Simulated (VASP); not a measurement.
AlN:

```
Al N
1.0
     0.00000    2.18488    2.18488
     2.17461    0.00000    2.18488
     2.17461    2.18488    0.00000
Al N
1 1
Direct
  0.00000 0.00000 0.00000
  0.25000 0.25000 0.25000
```

This cell differs from its parent crystal: uniaxial x strain -0.5%.

Base run:

- Program: VASP 6.6.1
- Functional: PBE
- Potentials or basis: VASP PAW PBE potentials, release 64 (Al, N)
- Cutoff: 520 eV
- k mesh: 10 × 10 × 10
- Occupations: fermi-dirac, width 0.02 eV
- Spin: no spin polarisation

Its results: band gap on the k mesh 3.29 eV, indirect (least direct gap 4.21 eV); pressure 5.3 GPa.

Problem. The run is repeated on the same cell with these changes: functional from PBE to r2SCAN; occupations from fermi-dirac, width 0.02 eV to gaussian, width 0.01 eV. What comes out?

Solution. Band gap on the k mesh 3.91 eV, indirect (least direct gap 4.91 eV); pressure 0.6 GPa.

Caveats: the PAW data sets were made with another functional, which shifts forces and pressure a little (some runs).

A k mesh can miss the band edges.
